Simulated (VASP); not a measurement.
# HgTe (Coloradoite) (F-43m) in VASP: notebook, part 2 of 2

VASP 6.6.1. The steps go on from the part before.

## (4) Single point, BLYP+D3(BJ)

Input file INCAR:

```
  AGGAC = 1.0
  AGGAX = 1.0
  ALDAC = 0.0
  ALDAX = 1.0
  ALGO = Normal
  EDIFF = 1E-6
  ENCUT = 520
  GGA = B5
  ISIF = 2
  ISMEAR = -1
  IVDW = 12
  LASPH = T
  LCHARG = F
  LREAL = F
  LWAVE = F
  NBANDS = 16
  NELM = 100
  PREC = Accurate
  SIGMA = 0.05
  VDW_A1 = 0.4298
  VDW_A2 = 4.2359
  VDW_S6 = 1.0
  VDW_S8 = 2.6996
```

Input file KPOINTS:

```
k-points
0
Gamma
  7 7 7
```

Input file POSCAR:

```
HgTe
1.0
    0.0000000000      3.1488795465      3.1488795465
    3.1488795465      0.0000000000      3.1488795465
    3.1488795465      3.1488795465      0.0000000000
Hg Te
1 1
Direct
    0.0000000000      0.0000000000      0.0000000000
    0.7500000000      0.7500000000      0.7500000000
```

Potentials or basis: VASP PAW PBE potentials, release 64 (Hg, Te).

Run with:

```sh
cat potpaw_PBE.64/Hg/POTCAR potpaw_PBE.64/Te/POTCAR > POTCAR
mpirun -np 1 vasp_std > vasp.out
```

OUTCAR:

```text
EDIFF = 1E-6
   ENCUT = 520
   GGA = B5
   ISIF = 2
   ISMEAR = -1
   IVDW = 12
   LASPH = T
   LREAL = F
   NELM = 100
   PREC = Accurate
 IVDW          = 12

 ion  position               nearest neighbor table
   1  0.000  0.000  0.000-   2 2.73   2 2.73   2 2.73   2 2.73
   2  0.750  0.750  0.750-   1 2.73   1 2.73   1 2.73   1 2.73

  LATTYP: Found a face centered cubic cell.
 ALAT       =     6.2977590930

  Lattice vectors:

 A1 = (   0.0000000000,   3.1488795465,   3.1488795465)
 A2 = (   3.1488795465,   0.0000000000,   3.1488795465)
 A3 = (   3.1488795465,   3.1488795465,   0.0000000000)

Analysis of symmetry for initial positions (statically):
=====================================================================
 Subroutine PRICEL returns:
 Original cell was already a primitive cell.

 Routine SETGRP: Setting up the symmetry group for a
 face centered cubic supercell.

 Subroutine GETGRP returns: Found 24 space group operations
 (whereof 24 operations were pure point group operations)
 out of a pool of 48 trial point group operations.

The static configuration has the point symmetry T_d .

Analysis of symmetry for dynamics (positions and initial velocities):
=====================================================================
 Subroutine PRICEL returns:
 Original cell was already a primitive cell.

 Routine SETGRP: Setting up the symmetry group for a
 face centered cubic supercell.

 Subroutine GETGRP returns: Found 24 space group operations
 (whereof 24 operations were pure point group operations)
 out of a pool of 48 trial point group operations.

The dynamic configuration has the point symmetry T_d .

 Subroutine INISYM returns: Found 24 space group operations
 (whereof 24 operations are pure point group operations),
 and found     1 'primitive' translations

----------------------------------------------------------------------------------------
[... 105 lines left out ...]
   IALGO  =     38    algorithm
   IMIX   =      4    mixing-type and parameters
     AMIX     =   0.40;   BMIX     =  1.00
     AMIX_MAG =   1.60;   BMIX_MAG =  1.00
  volume/ion in A,a.u.               =      31.22       210.70
  Fermi-wavevector in a.u.,A,eV,Ry     =   1.081433  2.043612 15.911977  1.169497
  Thomas-Fermi vector in A             =   2.217449
   LORBIT       =      0    0 simple, 1 ext, 2 COOP (PROOUT), +10 PAW based schemes
   GGA     = B5    functional components
   LHFCALC =     F    Hartree Fock is set to
   AEXX    =    0.0000 exact exchange contribution
   IVDW    =    12    specifies the selected vdW correction
   LEPSILON=     F    determine dielectric tensor
   LRPA    =     F    only Hartree local field effects (RPA)
 non-spin polarized calculation
  energy-cutoff  :      520.00
  volume of cell :       62.45
 maximum number of plane-waves:      1696
 NGX is ok and might be reduce to    36
   NGX = 17   NGY = 17   NGZ = 17

 number of electron      18.0000001 magnetization

 Free energy of the ion-electron system (eV)
  ---------------------------------------------------
  ext. energy  EPLUGINS =         0.00000000
  ---------------------------------------------------
  free energy    TOTEN  =        -2.15729058 eV

  energy without entropy =       -2.15665507  energy(sigma->0) =       -2.15697283

 E-fermi :   4.4628     XC(G=0):  -8.5749

 val. band max:        4.4249819058   @ k =   0.0000   0.0000   0.0000
 cond. band min:       5.1497499024   @ k =   0.4286   0.0000   0.0000
 fundamental gap:      0.7247679966
 Fermi energy:         4.4628173594

 k-point     1 :       0.0000    0.0000    0.0000
  band No.  band energies     occupation
      1      -8.1783      2.00000
      2      -3.4546      2.00000
      3      -3.4546      2.00000
      4      -3.4546      2.00000
      5      -2.8287      2.00000
      6      -2.8287      2.00000
[... 357 lines left out ...]
      3      -3.1447      2.00000
      4      -2.9138      2.00000
      5      -2.8501      2.00000
      6      -2.1732      2.00000
[... 8 lines left out ...]
     15      14.7514      0.00000
     16      16.6543      0.00000

------------------------ aborting loop because EDIFF is reached ----------------------------------------

 Edisp (eV)   -1.81641

 E8    (eV) :    -1.3607

  FORCE on cell =-STRESS in cart. coord.  units (eV):
  Direction    XX          YY          ZZ          XY          YZ          ZX
  --------------------------------------------------------------------------------------
  -------------------------------------------------------------------------------------
  Total       2.79347     2.79347     2.79347     0.00000     0.00000     0.00000
  in kB      71.67324    71.67324    71.67324     0.00000     0.00000     0.00000
  external pressure =       71.67 kB  Pullay stress =        0.00 kB

 VOLUME and BASIS-vectors are now :
 -----------------------------------------------------------------------------
  energy-cutoff  :      520.00
  volume of cell :       62.45
      direct lattice vectors                 reciprocal lattice vectors
     0.000000000  3.148879546  3.148879546    -0.158786639  0.158786639  0.158786639
     3.148879546  0.000000000  3.148879546     0.158786639 -0.158786639  0.158786639
     3.148879546  3.148879546  0.000000000     0.158786639  0.158786639 -0.158786639

 POSITION                                       TOTAL-FORCE (eV/Angst)
 -----------------------------------------------------------------------------------
      0.00000      0.00000      0.00000         0.000000      0.000000      0.000000
      4.72332      4.72332      4.72332        -0.000000     -0.000000     -0.000000
 -----------------------------------------------------------------------------------
    total drift:                               -0.000000     -0.000000     -0.000000

  FREE ENERGIE OF THE ION-ELECTRON SYSTEM (eV)
  ---------------------------------------------------
  free  energy   TOTEN  =        -3.9736969124 eV

  energy  without entropy=       -3.9730613997  energy(sigma->0) =       -3.97337916
```

OSZICAR:

```text
N       E                     dE             d eps       ncg     rms          rms(c)
DAV:   1     0.106565124349E+03    0.10657E+03   -0.81711E+03   640   0.982E+02
DAV:   2     0.984220190017E+00   -0.10558E+03   -0.98991E+02   760   0.231E+02
DAV:   3    -0.243580237351E+01   -0.34200E+01   -0.34127E+01   784   0.429E+01
DAV:   4    -0.246666755951E+01   -0.30865E-01   -0.30864E-01   912   0.378E+00
DAV:   5    -0.246689510863E+01   -0.22755E-03   -0.22755E-03   848   0.250E-01    0.866E+00
DAV:   6    -0.216815354671E+01    0.29874E+00   -0.59666E-01   752   0.110E+01    0.665E+00
DAV:   7    -0.215878580813E+01    0.93677E-02   -0.14150E-01   728   0.262E+00    0.249E+00
DAV:   8    -0.215736261774E+01    0.14232E-02   -0.13257E-02   720   0.135E+00    0.735E-01
DAV:   9    -0.215726681636E+01    0.95801E-04   -0.74938E-04   792   0.329E-01    0.169E-01
DAV:  10    -0.215728298059E+01   -0.16164E-04   -0.93683E-05   816   0.833E-02    0.755E-02
DAV:  11    -0.215729257081E+01   -0.95902E-05   -0.30976E-05   752   0.454E-02    0.314E-02
DAV:  12    -0.215729056524E+01    0.20056E-05   -0.50149E-06   688   0.172E-02    0.170E-02
DAV:  13    -0.215729058386E+01   -0.18621E-07   -0.36418E-07   400   0.358E-03
   1 F= -.39736969E+01 E0= -.39733792E+01  d E =-.635513E-03
```

stdout:

```text
POSCAR found type information on POSCAR HgTe
 POSCAR found :  2 types and       2 ions
 scaLAPACK will be used
 -----------------------------------------------------------------------------
|                                                                             |
|                                                                             |
|     You enforced a specific xc type in the INCAR file but a different       |
|     I HOPE YOU KNOW WHAT YOU ARE DOING!                                     |
|                                                                             |
 -----------------------------------------------------------------------------

 LDA part: xc-table for (Slater(with rela. corr.)+VWN5), standard interpolation
 POSCAR, INCAR and KPOINTS ok, starting setup
 FFT: planning ... GRIDC
 FFT: planning ... GRID_SOFT
 FFT: planning ... GRID
 WAVECAR not read
 entering main loop
```

Run time: 21 s. Hardware: 1 thread of Intel Xeon Platinum 8559C (Emerald Rapids), shared host; peak memory 0.21 GiB.

Results:

```yaml
Free_energy: -3.9737 eV
Pressure: 7.2 GPa
Band_gap_on_the_k_mesh: zero (filled and empty bands touch)
Dispersion_energy_per_atom: -0.908 eV
```

Caveat: the PAW data sets were made with another functional, which shifts forces and pressure a little; spin-orbit coupling is left out, which moves the levels of the heavy elements; pairwise dispersion overbinds metals, which lowers pressure and volume.

## (5) Single point, PBE+D4

This run uses another cell than the first one, of 31.89 Å³/atom, 1.021 times its volume.

Input file INCAR:

```
PREC = Accurate
ENCUT = 520
EDIFF = 1E-6
ISMEAR = -1
SIGMA = 0.05
LREAL = F
LASPH = T
NELM = 100
ALGO = Normal
ISIF = 2
LWAVE = F
LCHARG = T
GGA = PE
IVDW = 13
LELF = T
LVHAR = T
NBANDS = 16
```

Input file KPOINTS:

```
Automatic mesh
0
Gamma
  7 7 7
```

Input file POSCAR:

```
HgTe
1.0
    0.0000000000      3.1710554852      3.1710554852
    3.1710554852      0.0000000000      3.1710554852
    3.1710554852      3.1710554852      0.0000000000
Hg Te
1 1
Direct
    0.0000000000      0.0000000000      0.0000000000
    0.7500000000      0.7500000000      0.7500000000
```

Run with:

```sh
cat potpaw_PBE.64/Hg/POTCAR potpaw_PBE.64/Te/POTCAR > POTCAR
mpirun -np 1 vasp_std > vasp.out
```

Wall time 12 s (1 thread of Intel Xeon Platinum 8559C (Emerald Rapids), shared host); peak memory 0.21 GiB.

Results (log left out):

* Free energy: -4.2700 eV
* Pressure: 4.9 GPa
* Band gap on the k mesh: zero (filled and empty bands touch)
* Dispersion energy per atom: -0.408 eV

Levels at points of the mesh, in eV from the Fermi level:
```
           k point  band 7  band 8  band 9  band 10  band 11  band 12
(0.00, 0.00, 0.00)   -0.62   -0.04   -0.04    -0.04     4.08     4.08
```

Caveat: spin-orbit coupling is left out, which moves the levels of the heavy elements; pairwise dispersion overbinds metals, which lowers pressure and volume.

## (6) Summary

| level | cell | gap on the mesh (eV) | pressure (GPa) |
| --- | --- | --- | --- |
| PBE+D4 | a = 4.453 Å, angles 60.0°, 2 atoms | none | 6.3 |
| revPBE | a = 4.453 Å, angles 60.0°, 2 atoms | none | 10.0 |
| BLYP+D3(BJ) | a = 4.453 Å, angles 60.0°, 2 atoms | none | 7.2 |
| PBE+D4 | a = 4.485 Å, angles 60.0°, 2 atoms | none | 4.9 |

Alike in all rows: task single point; potentials or basis VASP PAW PBE potentials, release 64 (Hg, Te); no spin polarisation; k mesh 7 × 7 × 7; cutoff (eV) 520; smearing fermi-dirac 0.05 eV.

Every run on the cell as given and a fine mesh finds a metal. The pressure there spans 6.3 GPa (PBE+D4) to 10.0 GPa (revPBE); a positive pressure means that this level wants a larger cell, a negative one a smaller.

Caveats: spin-orbit coupling is left out, which moves the levels of the heavy elements; pairwise dispersion overbinds metals, which lowers pressure and volume (some runs); the PAW data sets were made with another functional, which shifts forces and pressure a little (some runs).

Absolute energies hang on the potentials; compare differences alone.
